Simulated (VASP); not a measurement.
BN (Qingsongite): single point with PBE

Crystal: BN (Qingsongite).

```xyz
2
Lattice="0.0000 1.8075 1.8075 1.8075 0.0000 1.8075 1.8075 1.8075 0.0000" Properties=species:S:1:pos:R:3 pbc="T T T"
B     0.0000    0.0000    0.0000
N     0.9038    0.9038    0.9038
```

* Program: VASP 6.6.1
* Task: single point
* Functional: PBE
* Potentials or basis: VASP PAW PBE potentials, release 64 (B, N)
* Cutoff: 520 eV
* k mesh: 10 × 10 × 10
* Occupations: methfessel-paxton, width 0.02 eV
* Spin: no spin polarisation
* Dipole correction: no
* Further INCAR settings: ALGO = Normal; EDIFF = 1e-06; NBANDS = 11

- Pressure: 3.3 GPa
- Band gap on the k mesh: 4.46 eV, indirect (least direct gap 8.82 eV)

Levels at points of the mesh, in eV from the valence-band top:
```
           k point  band 2  band 3  band 4  band 5  band 6  band 7
(0.00, 0.00, 0.00)    0.00    0.00    0.00    8.82    8.82    8.82
(0.50, 0.00, 0.00)  -10.69   -1.94   -1.94   10.15   10.71   10.71
(0.50, 0.50, 0.00)   -8.92   -4.90   -4.90    4.46    9.23   17.92
```

It took 3.1 s on 1 thread of Intel(R) Xeon(R) 6975P-C (Granite Rapids), with other jobs on the host, peak memory 0.11 GiB.

A k mesh can miss the band edges.
